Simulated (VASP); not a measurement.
# Pt (a cell with a defect) in VASP: single point with PBEsol

Aim: the single point of Pt (a cell with a defect) with PBEsol.

All numbers are computed with VASP 6.6.1; they aren't measurements. Logs are shortened: lines on timing, memory, paths and dates and some standing lists are left out, and cuts for length are marked.

## Step 1: The cell of the first run

The cell holds a defect, 53 atoms: a = 8.282 Å, b = 8.282 Å, c = 14.376 Å, α = 90.00°, β = 90.00°, γ = 120.00°.

## Step 2: Single point, PBEsol

Input file INCAR:

```
PREC = Accurate
ENCUT = 520
EDIFF = 1E-6
ISMEAR = 1
SIGMA = 0.2
LREAL = Auto
LASPH = True
NELM = 80
ALGO = Normal
ISIF = 2
LWAVE = False
LCHARG = False
GGA = PS
NBANDS = 297
LUSENCCL = False
```

Input file KPOINTS:

```
Automatic mesh
0
Gamma
  3 3 2
```

Input file POSCAR:

```
Pt
1.0
    8.2819968474      0.0000000000      0.0000000000
   -4.1409984237      7.1724196638      0.0000000000
    0.0000000000      0.0000000000     14.3764020000
Pt
53
Direct
    0.1111111111      0.2222222222      0.4166666667
    0.1111111111      0.2222222222      0.7500000000
    0.1111111111      0.5555555556      0.0833333333
    0.1111111111      0.5555555556      0.4166666667
    0.1111111111      0.5555555556      0.7500000000
    0.1111111111      0.8888888889      0.0833333333
    0.1111111111      0.8888888889      0.4166666667
    0.1111111111      0.8888888889      0.7500000000
    0.4444444444      0.2222222222      0.0833333333
    0.4444444444      0.2222222222      0.4166666667
    0.4444444444      0.2222222222      0.7500000000
    0.4444444444      0.5555555556      0.0833333333
    0.4444444444      0.5555555556      0.4166666667
    0.4444444444      0.5555555556      0.7500000000
    0.4444444444      0.8888888889      0.0833333333
    0.4444444444      0.8888888889      0.4166666667
    0.4444444444      0.8888888889      0.7500000000
    0.7777777778      0.2222222222      0.0833333333
    0.7777777778      0.2222222222      0.4166666667
    0.7777777778      0.2222222222      0.7500000000
    0.7777777778      0.5555555556      0.0833333333
    0.7777777778      0.5555555556      0.4166666667
    0.7777777778      0.5555555556      0.7500000000
    0.7777777778      0.8888888889      0.0833333333
    0.7777777778      0.8888888889      0.4166666667
    0.7777777778      0.8888888889      0.7500000000
    0.2222222222      0.1111111111      0.2500000000
    0.2222222222      0.1111111111      0.5833333333
    0.2222222222      0.1111111111      0.9166666667
    0.2222222222      0.4444444444      0.2500000000
    0.2222222222      0.4444444444      0.5833333333
    0.2222222222      0.4444444444      0.9166666667
    0.2222222222      0.7777777778      0.2500000000
    0.2222222222      0.7777777778      0.5833333333
    0.2222222222      0.7777777778      0.9166666667
    0.5555555556      0.1111111111      0.2500000000
    0.5555555556      0.1111111111      0.5833333333
    0.5555555556      0.1111111111      0.9166666667
    0.5555555556      0.4444444444      0.2500000000
    0.5555555556      0.4444444444      0.5833333333
    0.5555555556      0.4444444444      0.9166666667
    0.5555555556      0.7777777778      0.2500000000
    0.5555555556      0.7777777778      0.5833333333
    0.5555555556      0.7777777778      0.9166666667
    0.8888888889      0.1111111111      0.2500000000
    0.8888888889      0.1111111111      0.5833333333
    0.8888888889      0.1111111111      0.9166666667
    0.8888888889      0.4444444444      0.2500000000
    0.8888888889      0.4444444444      0.5833333333
    0.8888888889      0.4444444444      0.9166666667
    0.8888888889      0.7777777778      0.2500000000
    0.8888888889      0.7777777778      0.5833333333
    0.8888888889      0.7777777778      0.9166666667
```

Potentials or basis: VASP PAW PBE potentials, release 64 (Pt).

Started as:

```
cat potpaw_PBE.64/Pt/POTCAR > POTCAR
mpirun -np 1 vasp_std > vasp.out
```

OUTCAR:

```text
PREC = Accurate
   ENCUT = 520
   EDIFF = 1E-6
   ISMEAR = 1
   LREAL = Auto
   LASPH = True
   NELM = 80
   ISIF = 2
   GGA = PS

 ion  position               nearest neighbor table
   1  0.111  0.222  0.417-   7 2.76  25 2.76  10 2.76  19 2.76  13 2.76   4 2.76  31 2.88  28 2.88
                            46 2.88  30 2.88  45 2.88  27 2.88
   2  0.111  0.222  0.750-   8 2.76  26 2.76  11 2.76  20 2.76  14 2.76   5 2.76  31 2.88  32 2.88
                            28 2.88  29 2.88  46 2.88  47 2.88
   3  0.111  0.556  0.083-   6 2.76  15 2.76  12 2.76  21 2.76  18 2.76  35 2.88  50 2.88  32 2.88
                            33 2.88  48 2.88  30 2.88
   4  0.111  0.556  0.417-   7 2.76  16 2.76  13 2.76  22 2.76  19 2.76   1 2.76  34 2.88  49 2.88
                            31 2.88  33 2.88  48 2.88  30 2.88
   5  0.111  0.556  0.750-   8 2.76  17 2.76  14 2.76  23 2.76  20 2.76   2 2.76  34 2.88  35 2.88
                            49 2.88  50 2.88  31 2.88  32 2.88
   6  0.111  0.889  0.083-   3 2.76  21 2.76   9 2.76  15 2.76  24 2.76  29 2.88  35 2.88  53 2.88
                            27 2.88  51 2.88  33 2.88
   7  0.111  0.889  0.417-   4 2.76  22 2.76  10 2.76   1 2.76  16 2.76  25 2.76  28 2.88  34 2.88
                            52 2.88  27 2.88  51 2.88  33 2.88
   8  0.111  0.889  0.750-   5 2.76  23 2.76  11 2.76   2 2.76  17 2.76  26 2.76  28 2.88  29 2.88
                            34 2.88  35 2.88  52 2.88  53 2.88
   9  0.444  0.222  0.083-   6 2.76  15 2.76  12 2.76  21 2.76  18 2.76  41 2.88  29 2.88  38 2.88
[... 75 lines left out ...]
  47  0.889  0.111  0.917-  50 2.76  32 2.76  44 2.76  53 2.76  38 2.76  29 2.76  24 2.88  18 2.88
                            26 2.88   2 2.88  20 2.88
  48  0.889  0.444  0.250-  36 2.76  45 2.76  39 2.76  30 2.76  33 2.76  51 2.76  18 2.88  19 2.88
                             3 2.88   4 2.88  21 2.88  22 2.88
  49  0.889  0.444  0.583-  37 2.76  46 2.76  40 2.76  31 2.76  34 2.76  52 2.76  19 2.88   4 2.88
                            22 2.88  20 2.88   5 2.88  23 2.88
  50  0.889  0.444  0.917-  38 2.76  47 2.76  41 2.76  32 2.76  35 2.76  53 2.76  18 2.88   3 2.88
                            21 2.88  20 2.88   5 2.88  23 2.88
  51  0.889  0.778  0.250-  27 2.76  45 2.76  42 2.76  33 2.76  39 2.76  48 2.76  21 2.88  22 2.88
                            24 2.88  25 2.88   6 2.88   7 2.88
  52  0.889  0.778  0.583-  28 2.76  46 2.76  43 2.76  34 2.76  40 2.76  49 2.76  22 2.88   7 2.88
                            25 2.88  23 2.88   8 2.88  26 2.88
  53  0.889  0.778  0.917-  29 2.76  47 2.76  44 2.76  35 2.76  41 2.76  50 2.76  21 2.88   6 2.88
                            24 2.88  23 2.88   8 2.88  26 2.88

  LATTYP: Found a hexagonal cell.
 ALAT       =     8.2819968474
 C/A-ratio  =     1.7358618054

  Lattice vectors:

 A1 = (   8.2819968474,   0.0000000000,   0.0000000000)
 A2 = (  -4.1409984237,   7.1724196638,   0.0000000000)
 A3 = (   0.0000000000,   0.0000000000,  14.3764020000)

Analysis of symmetry for initial positions (statically):
=====================================================================
 Subroutine PRICEL returns:
 Original cell was already a primitive cell.

[... 224 lines left out ...]
   IMIX   =      4    mixing-type and parameters
     AMIX     =   0.40;   BMIX     =  1.00
     AMIX_MAG =   1.60;   BMIX_MAG =  1.00
  volume/ion in A,a.u.               =      16.11       108.74
  Fermi-wavevector in a.u.,A,eV,Ry     =   1.396421  2.638854 26.531258  1.949992
  Thomas-Fermi vector in A             =   2.519777
   LORBIT       =      0    0 simple, 1 ext, 2 COOP (PROOUT), +10 PAW based schemes
   GGA     = PS    functional components
   LHFCALC =     F    Hartree Fock is set to
   AEXX    =    0.0000 exact exchange contribution
   IVDW    =     0    specifies the selected vdW correction
   LEPSILON=     F    determine dielectric tensor
   LRPA    =     F    only Hartree local field effects (RPA)
 non-spin polarized calculation
 Methfessel and Paxton  Order N= 1 SIGMA  =   0.20
  energy-cutoff  :      520.00
  volume of cell :      853.99
 maximum number of plane-waves:     23069
 NGX is ok and might be reduce to    64
   NGX = 31   NGY = 31   NGZ = 53

 number of electron     530.0000048 magnetization

 Free energy of the ion-electron system (eV)
  ---------------------------------------------------
  ext. energy  EPLUGINS =         0.00000000
  ---------------------------------------------------
  free energy    TOTEN  =      -362.93273210 eV

  energy without entropy =     -362.63498958  energy(sigma->0) =     -362.83348459

 E-fermi :   9.8609     XC(G=0): -13.2064

 val. band max:        9.8608383399   @ k =   0.3333   0.0000   0.0000
 cond. band min:       9.8618172078   @ k =   0.3333   0.0000   0.0000
 fundamental gap:      0.0009788679
 Fermi energy:         9.8608796651

 k-point     1 :       0.0000    0.0000    0.0000
  band No.  band energies     occupation
      1       0.1990      2.00000
      2       1.0178      2.00000
      3       1.1768      2.00000
      4       2.5154      2.00000
      5       2.5962      2.00000
      6       2.8902      2.00000
[... 1669 lines left out ...]
    276      10.0271      0.00486
    277      10.0328     -0.00755
 [bands above 277 left out]

------------------------ aborting loop because EDIFF is reached ----------------------------------------

  FORCE on cell =-STRESS in cart. coord.  units (eV):
  Direction    XX          YY          ZZ          XY          YZ          ZX
  --------------------------------------------------------------------------------------
  -------------------------------------------------------------------------------------
  Total      -67.1687723    -67.1687723    -64.6263630      0.0000000     -0.0000000      0.0000000
  in kB     -126.0163891   -126.0163891   -121.2465351      0.0000000     -0.0000000      0.0000000
  external PRESSURE =    -124.4264378 kB  Pullay stress =       0.0000000 kB

 VOLUME and BASIS-vectors are now :
 -----------------------------------------------------------------------------
  energy-cutoff  :      520.00
  volume of cell :      853.99
      direct lattice vectors                 reciprocal lattice vectors
     8.281996847  0.000000000  0.000000000     0.120743828  0.069711481 -0.000000000
    -4.140998424  7.172419664  0.000000000     0.000000000  0.139422963  0.000000000
     0.000000000  0.000000000 14.376402000     0.000000000 -0.000000000  0.069558433

 POSITION                                       TOTAL-FORCE (eV/Angst)
 -----------------------------------------------------------------------------------
      0.00000      1.59387      5.99017         0.000000     -0.000000     -0.133396
      0.00000      1.59387     10.78230         0.000000     -0.000000      0.133396
     -1.38033      3.98468      1.19803         0.397684     -0.581860     -0.000000
     -1.38033      3.98468      5.99017        -0.013657     -0.017403      0.013619
     -1.38033      3.98468     10.78230        -0.013657     -0.017403     -0.013619
     -2.76067      6.37548      1.19803        -0.305064      0.635334     -0.000000
[... 45 lines left out ...]
      4.14100      5.57855      8.38623         0.000000     -0.024872     -0.000000
      4.14100      5.57855     13.17837        -0.000000      0.185913      0.147600
 -----------------------------------------------------------------------------------
    total drift:                               -0.000000     -0.000000     -0.000000

  FREE ENERGIE OF THE ION-ELECTRON SYSTEM (eV)
  ---------------------------------------------------
  free  energy   TOTEN  =      -362.9327320964 eV

  energy  without entropy=     -362.6349895774  energy(sigma->0) =     -362.83348459
```

Wall time 8.9 min (1 × NVIDIA H100 80GB with 1 thread of AMD EPYC 7R13 (Zen 3), shared host); peak memory 2.4 GiB.

Results:

* Free energy: -362.9327 eV
* Pressure: -12.4 GPa
* Largest force: 0.705 eV/Å

Forces in eV/Å, atoms in the order of the input:
```
Pt   0.000  0.000 -0.133
Pt   0.000  0.000  0.133
Pt   0.398 -0.582  0.000
Pt  -0.014 -0.017  0.014
Pt  -0.014 -0.017 -0.014
Pt  -0.305  0.635  0.000
Pt  -0.022 -0.003  0.014
Pt  -0.022 -0.003 -0.014
Pt  -0.703 -0.053  0.000
Pt  -0.008  0.021  0.014
Pt  -0.008  0.021 -0.014
Pt  -0.398 -0.582  0.000
Pt   0.014 -0.017  0.014
Pt   0.014 -0.017 -0.014
Pt   0.000  0.000  0.000
Pt   0.000  0.000 -0.070
Pt   0.000  0.000  0.070
Pt   0.703 -0.053  0.000
Pt   0.008  0.021  0.014
Pt   0.008  0.021 -0.014
Pt   0.000  0.000  0.000
Pt   0.000  0.000 -0.023
Pt   0.000  0.000  0.023
Pt   0.305  0.635  0.000
Pt   0.022 -0.003  0.014
Pt   0.022 -0.003 -0.014
Pt  -0.007  0.004 -0.385
Pt  -0.004  0.002  0.000
Pt  -0.007  0.004  0.385
Pt   0.000 -0.009 -0.385
Pt   0.000 -0.005  0.000
Pt   0.000 -0.009  0.385
Pt  -0.035 -0.020 -0.121
Pt  -0.048 -0.028  0.000
Pt  -0.035 -0.020  0.121
Pt   0.000  0.040 -0.121
Pt   0.000  0.055  0.000
Pt   0.000  0.040  0.121
Pt  -0.161 -0.093 -0.148
Pt   0.022  0.012  0.000
Pt  -0.161 -0.093  0.148
Pt   0.035 -0.020 -0.121
Pt   0.048 -0.028  0.000
Pt   0.035 -0.020  0.121
Pt   0.007  0.004 -0.385
Pt   0.004  0.002  0.000
Pt   0.007  0.004  0.385
Pt   0.161 -0.093 -0.148
Pt  -0.022  0.012  0.000
Pt   0.161 -0.093  0.148
Pt   0.000  0.186 -0.148
Pt   0.000 -0.025  0.000
Pt   0.000  0.186  0.148
```

Levels at points of the mesh, in eV from the Fermi level:
```csv
k point,band 262,band 263,band 264,band 265,band 266,band 267
"(0.00, 0.00, 0.00)",-0.42,-0.36,-0.36,-0.35,-0.35,-0.31
"(0.00, 0.00, 0.50)",-0.40,-0.37,-0.37,-0.31,-0.27,-0.25
```

Caveat: the bands computed are all filled at some k points, so no gap is given; the PAW data sets were made with another functional, which shifts forces and pressure a little; spin-orbit coupling is left out, which moves the levels of the heavy elements.
